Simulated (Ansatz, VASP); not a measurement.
## NaF in VASP and in Ansatz

```
Na F
1.0
     0.29151    2.47782    2.47782
     2.47782    0.29151    2.47782
     2.47782    2.47782    0.29151
Na F
1 1
Cartesian
  0.0000 0.0000 0.0000
  2.6236 2.6236 2.6236
```

Alike in both runs: task single point; functional PBEsol; k mesh 10 × 10 × 10; occupations gaussian, width 0.05 eV; no spin polarisation.

|  | VASP | Ansatz |
| --- | --- | --- |
| version | VASP 6.6.1 | Ansatz 0.2.0 |
| potentials or method | VASP PAW PBE potentials, release 64 (Na_pv, F), cutoff 520 eV | scalar-relativistic, plane waves, PAW |
| valence electrons in the cell | 14 | 16 |

Ansatz gave:

| Item | Value |
| --- | --- |
| gap on the k mesh at the Fermi level (eV) | 5.69 |
| least direct gap on the mesh (eV) | 5.69 |
| pressure (GPa) | -1.0 |
| traceless stress, the component that is largest in VASP (GPa) | -4.52 |

**Question.** What did VASP give for the same quantities?

**Answer.** gap on the k mesh at the Fermi level (eV): 5.67; least direct gap on the mesh (eV): 5.67; pressure (GPa): -1.0; traceless stress, the component that is largest in VASP (GPa): -4.50.

VASP's potentials were made for PBE, not for PBEsol. VASP's potentials hold 14 valence electrons a cell and Ansatz's 16, so a difference there can come from the potentials and not from the codes.
